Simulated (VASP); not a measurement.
# GaHgS (P-6m2) in VASP: density of states with PBE

Aim: the density of states of GaHgS with PBE.

Everything below comes from runs of VASP 6.6.1. Logs are shortened: lines on timing, memory, paths and dates and some standing lists are left out, and cuts for length are marked.

### Step 1. The cell of the first run

Symmetry: P-6m2, No. 187, hexagonal system. The conventional cell has a = 4.578 Å, b = 4.578 Å, c = 3.764 Å, α = 90.00°, β = 90.00°, γ = 120.00°. Ga (site symmetry -6m2) has 3 Hg at 2.64 Å and 6 S at 3.24 Å within 3.5 Å. Hg (site symmetry -6m2) has 3 Ga at 2.64 Å and 6 S at 3.24 Å within 3.5 Å. Within 4.3 Å of S (site symmetry -6m2) lie 6 Hg at 3.24 Å and 6 Ga at 3.24 Å and 2 S at 3.76 Å.

### Step 2. Density of states, PBE

Contents of POSCAR:

```
GaHgS
1.0
    4.5777929962     -0.0000000030      0.0000000000
   -2.2888964955      3.9644850295      0.0000000000
    0.0000000000      0.0000000000      3.7641217117
Ga Hg S
1 1 1
Direct
    0.3333333333      0.6666666667      0.5000000000
    0.0000000000      0.0000000000      0.5000000000
    0.6666666667      0.3333333333      0.0000000000
```

Contents of INCAR.step1:

```
SYSTEM = GaHgS
ALGO     = Normal         ! electronic algorithm
EDIFF    = 1E-7           ! SCF threshold, eV
ENCUT    = 520            ! plane-wave cutoff, eV
GGA      = PE             ! functional
ISIF     = 2              ! what is computed and relaxed
ISMEAR   = 0              ! smearing method
LASPH    = .TRUE.         ! aspherical terms in the spheres
LCHARG   = .TRUE.         ! write CHGCAR
LREAL    = .FALSE.        ! projectors in reciprocal space
LWAVE    = .FALSE.        ! write WAVECAR
NBANDS   = 22             ! bands
NELM     = 60             ! most SCF steps
PREC     = Accurate       ! precision mode
SIGMA    = 0.1            ! smearing width, eV
```

Contents of KPOINTS.step1:

```
k-points
0
G
  12 12 12
  0 0 0
```

Contents of INCAR.step2:

```
SYSTEM = GaHgS
ALGO     = Normal         ! electronic algorithm
EDIFF    = 1E-7           ! SCF threshold, eV
ENCUT    = 520            ! plane-wave cutoff, eV
GGA      = PE             ! functional
ICHARG   = 11             ! starting density
ISIF     = 2              ! what is computed and relaxed
ISMEAR   = -5             ! smearing method
LASPH    = .TRUE.         ! aspherical terms in the spheres
LCHARG   = .FALSE.        ! write CHGCAR
LORBIT   = 11             ! projections on sites
LREAL    = .FALSE.        ! projectors in reciprocal space
LWAVE    = .FALSE.        ! write WAVECAR
NBANDS   = 22             ! bands
NEDOS    = 1001           ! points of the DOS
NELM     = 60             ! most SCF steps
PREC     = Accurate       ! precision mode
SIGMA    = 0.1            ! smearing width, eV
```

Contents of KPOINTS.step2:

```
k-points
0
G
  18 18 18
  0 0 0
```

Potentials or basis: VASP PAW PBE potentials, release 64 (Ga_d, Hg, S).

Command:

```console
$ cat potpaw_PBE.64/Ga_d/POTCAR potpaw_PBE.64/Hg/POTCAR potpaw_PBE.64/S/POTCAR > POTCAR
$ cp INCAR.step1 INCAR
$ cp KPOINTS.step1 KPOINTS
$ mpirun -np 1 vasp_std > vasp.out
$ cp INCAR.step2 INCAR
$ cp KPOINTS.step2 KPOINTS
$ mpirun -np 1 vasp_std > vasp.out
```

OUTCAR:

```text
SYSTEM = GaHgS
   EDIFF = 1E-7
   ENCUT = 520
   GGA = PE
   ICHARG = 11
   ISIF = 2
   ISMEAR = -5
   LASPH = .TRUE.
   LORBIT = 11
   LREAL = .FALSE.
   NELM = 60
   PREC = Accurate

 ion  position               nearest neighbor table
   1  0.333  0.667  0.500-   2 2.64   2 2.64   2 2.64
   2  0.000  0.000  0.500-   1 2.64   1 2.64   1 2.64   3 3.24   3 3.24   3 3.24   3 3.24   3 3.24
                             3 3.24
   3  0.667  0.333  0.000-   2 3.24   2 3.24   2 3.24   2 3.24   2 3.24   2 3.24

  LATTYP: Found a hexagonal cell.
 ALAT       =     4.5777929962
 C/A-ratio  =     0.8222568637

  Lattice vectors:

 A1 = (   4.5777929962,  -0.0000000030,   0.0000000000)
 A2 = (  -2.2888964955,   3.9644850295,   0.0000000000)
 A3 = (   0.0000000000,   0.0000000000,   3.7641217117)

Analysis of symmetry for initial positions (statically):
=====================================================================
 Subroutine PRICEL returns:
 Original cell was already a primitive cell.

 Routine SETGRP: Setting up the symmetry group for a
 hexagonal supercell.

 Subroutine GETGRP returns: Found 12 space group operations
 (whereof 12 operations were pure point group operations)
 out of a pool of 24 trial point group operations.

The static configuration has the point symmetry D_3h.

Analysis of symmetry for dynamics (positions and initial velocities):
=====================================================================
 Subroutine PRICEL returns:
 Original cell was already a primitive cell.

 Routine SETGRP: Setting up the symmetry group for a
 hexagonal supercell.

 Subroutine GETGRP returns: Found 12 space group operations
 (whereof 12 operations were pure point group operations)
 out of a pool of 24 trial point group operations.

The dynamic configuration has the point symmetry D_3h.

 Subroutine INISYM returns: Found 12 space group operations
 (whereof 12 operations are pure point group operations),
 and found     1 'primitive' translations

----------------------------------------------------------------------------------------

                                     Primitive cell

  volume of cell :      68.3135

  direct lattice vectors                    reciprocal lattice vectors
     4.577792996 -0.000000003  0.000000000     0.218445876  0.126119785  0.000000000
    -2.288896495  3.964485030  0.000000000     0.000000000  0.252239570  0.000000000
     0.000000000  0.000000000  3.764121712     0.000000000  0.000000000  0.265666224

  length of vectors
     4.577792996  4.577792996  3.764121712     0.252239570  0.252239570  0.265666224

  position of ions in fractional coordinates (direct lattice)
     0.333333333  0.666666667  0.500000000
     0.000000000  0.000000000  0.500000000
     0.666666667  0.333333333  0.000000000

  ion indices of the primitive-cell ions
   primitive index   ion index
                 1           1
                 2           2
                 3           3

----------------------------------------------------------------------------------------

 KPOINTS: k-points

Automatic generation of k-mesh.
 Grid dimensions read from file:
 generate k-points for:   18   18   18

 Generating k-lattice:

  Cartesian coordinates                     Fractional coordinates (reciprocal lattice)
     0.012135882  0.007006655  0.000000000     0.055555556 -0.000000000  0.000000000
     0.000000000  0.014013309  0.000000000     0.000000000  0.055555556  0.000000000
     0.000000000  0.000000000  0.014759235     0.000000000  0.000000000  0.055555556

  Length of vectors
     0.014013309  0.014013309  0.014759235

  Shift w.r.t. Gamma in fractional coordinates (k-lattice)
     0.000000000  0.000000000  0.000000000

 TETIRR: Found   5931 inequivalent tetrahedra from    34992

 Subroutine IBZKPT returns following result:
 ===========================================

 Found    370 irreducible k-points:

 Following reciprocal coordinates:
            Coordinates               Weight
  0.000000  0.000000  0.000000      1.000000
  0.055556  0.000000  0.000000      6.000000
  0.111111  0.000000  0.000000      6.000000
  0.166667  0.000000  0.000000      6.000000
  0.222222  0.000000  0.000000      6.000000
  0.277778  0.000000  0.000000      6.000000
[... 16 lines left out ...]
  0.333333  0.111111  0.000000     12.000000
  0.388889  0.111111  0.000000     12.000000
 [... further k-points ...]
   k-points           NKPTS =    370   k-points in BZ     NKDIM =    370   number of bands    NBANDS=     22
   number of dos      NEDOS =   1001   number of ions     NIONS =      3
   total plane-waves  NPLWV =  36288
   dimension x,y,z NGX =    36 NGY =   36 NGZ =   28
   dimension x,y,z NGXF=    72 NGYF=   72 NGZF=   56
   ions per type =               1   1   1
   NGX,Y,Z   is equivalent  to a cutoff of  13.07, 13.07, 12.37 a.u.
   NGXF,Y,Z  is equivalent  to a cutoff of  26.15, 26.15, 24.73 a.u.
 SYSTEM =  GaHgS
   PREC   = accura    normal or accurate (medium, high low for compatibility)
   ISTART =      0    job   : 0-new  1-cont  2-samecut
   ICHARG =     11    charge: 1-file 2-atom 10-const
   ISPIN  =      1    spin polarized calculation?
   LNONCOLLINEAR =      F non collinear calculations
   LSORBIT =      F    spin-orbit coupling
   LASPH  =      T    aspherical Exc in radial PAW
   ENCUT  =  520.0 eV  38.22 Ry    6.18 a.u.   8.51  8.51  7.00*2*pi/ulx,y,z
   NELM   =     60;   NELMIN=  2; NELMDL=  0     # of ELM steps
   EDIFF  = 0.1E-06   stopping-criterion for ELM
   LREAL  =      F    real-space projection
   EDIFFG = 0.1E-05   stopping-criterion for IOM
   NSW    =      0    number of steps for IOM
   IBRION =     -1    ionic relax: 0-MD 1-quasi-New 2-CG
   NFREE  =      0    steps in history (QN), initial steepest desc. (CG)
   ISIF   =      2    stress and relaxation
   ISYM   =      2    0-nonsym 1-usesym 2-fastsym
   POTIM  = 0.5000    time-step for ionic-motion
   TEBEG  =    0.0;   TEEND  =   0.0 temperature during run
   PSTRESS=    0.0 pullay stress
   NELECT =      31.0000    total number of electrons
   NUPDOWN=      -1.0000    fix difference up-down
   EMIN   =  10.00;   EMAX   =-10.00  energy-range for DOS
   EFERMI =   0.00;   METHOD = LEGACY
   ISMEAR =    -5;   SIGMA  =   0.10  broadening in eV -4-tet -1-fermi 0-gaus
   EFERMI_NEDOS =   21; number of points for ismear=-14 and -15
   IALGO  =     38    algorithm
   IMIX   =      4    mixing-type and parameters
     AMIX     =   0.40;   BMIX     =  1.00
     AMIX_MAG =   1.60;   BMIX_MAG =  1.00
  volume/ion in A,a.u.               =      22.77       153.67
  Fermi-wavevector in a.u.,A,eV,Ry     =   1.258036  2.377344 21.533336  1.582656
  Thomas-Fermi vector in A             =   2.391666
   LORBIT       =     11    0 simple, 1 ext, 2 COOP (PROOUT), +10 PAW based schemes
   GGA     = PE    functional components
   LHFCALC =     F    Hartree Fock is set to
   AEXX    =    0.0000 exact exchange contribution
   IVDW    =     0    specifies the selected vdW correction
   LEPSILON=     F    determine dielectric tensor
   LRPA    =     F    only Hartree local field effects (RPA)
 non-spin polarized calculation
 Fermi weights with tetrahedron method with Bloechl corrections
  energy-cutoff  :      520.00
  volume of cell :       68.31
 maximum number of plane-waves:      1874
 NGX is ok and might be reduce to    36

 number of electron      31.0000006 magnetization

 Free energy of the ion-electron system (eV)
  ---------------------------------------------------
  ext. energy  EPLUGINS =         0.00000000
  ---------------------------------------------------
  free energy    TOTEN  =        -6.36052507 eV

  energy without entropy =       -6.36052507  energy(sigma->0) =       -6.36052507

 E-fermi :   3.0257     XC(G=0): -10.0934

 val. band max:        3.0585847631   @ k =   0.2778   0.0000   0.4444
 cond. band min:       3.0255911957   @ k =   0.1667   0.1667   0.1111
 fundamental gap:     -0.0329935674
 Fermi energy:         3.0257004756

 k-point     1 :       0.0000    0.0000    0.0000
  band No.  band energies     occupation
      1     -11.6880      2.00000
      2     -11.6399      2.00000
      3     -11.6399      2.00000
      4     -11.6286      2.00000
      5     -11.6286      2.00000
      6      -9.1207      2.00000
[... 14 lines left out ...]
     21      12.0808      0.00000
     22      12.0809      0.00000

 k-point     2 :       0.0556    0.0000    0.0000
  band No.  band energies     occupation
      1     -11.6877      2.00000
      2     -11.6406      2.00000
      3     -11.6401      2.00000
      4     -11.6287      2.00000
      5     -11.6287      2.00000
      6      -9.1074      2.00000
[... 14 lines left out ...]
     21      11.9329      0.00000
     22      12.0361      0.00000

 k-point     3 :       0.1111    0.0000    0.0000
  band No.  band energies     occupation
      1     -11.6869      2.00000
      2     -11.6426      2.00000
      3     -11.6407      2.00000
      4     -11.6289      2.00000
      5     -11.6288      2.00000
      6      -9.0684      2.00000
[... 14 lines left out ...]
     21      11.6173      0.00000
     22      11.9265      0.00000

 k-point     4 :       0.1667    0.0000    0.0000
  band No.  band energies     occupation
      1     -11.6855      2.00000
      2     -11.6457      2.00000
      3     -11.6415      2.00000
      4     -11.6291      2.00000
      5     -11.6289      2.00000
      6      -9.0070      2.00000
[... 14 lines left out ...]
     21      11.3634      0.00000
     22      11.8032      0.00000

 k-point     5 :       0.2222    0.0000    0.0000
  band No.  band energies     occupation
      1     -11.6839      2.00000
      2     -11.6496      2.00000
      3     -11.6425      2.00000
      4     -11.6294      2.00000
      5     -11.6291      2.00000
      6      -8.9287      2.00000
[... 417 lines left out ...]
 k-point    22 :       0.2778    0.1111    0.0000
  band No.  band energies     occupation
      1     -11.6799      2.00000
      2     -11.6589      2.00000
      3     -11.6456      2.00000
      4     -11.6308      2.00000
      5     -11.6288      2.00000
      6      -8.7334      2.00000
[... 14 lines left out ...]
     21      11.4673      0.00000
     22      11.8864      0.00000

 k-point    23 :       0.3333    0.1111    0.0000
  band No.  band energies     occupation
      1     -11.6784      2.00000
      2     -11.6625      2.00000
      3     -11.6465      2.00000
      4     -11.6311      2.00000
      5     -11.6289      2.00000
      6      -8.6645      2.00000
[... 14 lines left out ...]
     21      11.0945      0.00000
     22      12.1472      0.00000

 k-point    24 :       0.3889    0.1111    0.0000
  band No.  band energies     occupation
      1     -11.6772      2.00000
      2     -11.6651      2.00000
      3     -11.6471      2.00000
      4     -11.6314      2.00000
      5     -11.6289      2.00000
      6      -8.6181      2.00000
[... 14 lines left out ...]
     21      10.8537      0.00000
     22      12.2325      0.00000

 [... further k-points ...]
[... 5 lines left out ...]
  --------------------------------------------------------------------------------------
  -------------------------------------------------------------------------------------
  Total        0.0021352      0.0021352     -0.0529074      0.0000000     -0.0000000     -0.0000000
  in kB        0.0500779      0.0500779     -1.2408534      0.0000000     -0.0000000     -0.0000000
  external PRESSURE =      -0.3802325 kB  Pullay stress =       0.0000000 kB

 VOLUME and BASIS-vectors are now :
 -----------------------------------------------------------------------------
  energy-cutoff  :      520.00
  volume of cell :       68.31
      direct lattice vectors                 reciprocal lattice vectors
     4.577792996 -0.000000003  0.000000000     0.218445876  0.126119785  0.000000000
    -2.288896495  3.964485030  0.000000000     0.000000000  0.252239570  0.000000000
     0.000000000  0.000000000  3.764121712     0.000000000  0.000000000  0.265666224

 POSITION                                       TOTAL-FORCE (eV/Angst)
 -----------------------------------------------------------------------------------
      0.00000      2.64299      1.88206         0.000000      0.000000      0.000000
      0.00000      0.00000      1.88206        -0.000000      0.000000      0.000000
      2.28890      1.32150      0.00000        -0.000000      0.000000      0.000000
 -----------------------------------------------------------------------------------
    total drift:                                0.007134     -0.004119     -0.000000

  FREE ENERGIE OF THE ION-ELECTRON SYSTEM (eV)
  ---------------------------------------------------
  free  energy   TOTEN  =        -6.3605250702 eV

  energy  without entropy=       -6.3605250702  energy(sigma->0) =       -6.36052507

 total charge

# of ion       s       p       d       tot
------------------------------------------
    1        1.090   0.399   9.962  11.451
    2        0.864   0.276   9.335  10.475
    3        1.383   2.200   0.000   3.584
--------------------------------------------------
tot          3.337   2.876  19.297  25.510
```

It took 11 min on 1 thread of Oxide Virtual Turin-like, shared host; peak memory 0.61 GiB.

Results:

| Property | Result |
| --- | --- |
| Valence electrons inside the program's atomic spheres | Ga 11.45; Hg 10.47; S 3.58 |

Caveat: spin-orbit coupling is left out, which moves the levels of the heavy elements; tetrahedron occupations give inexact forces and stress in metals.
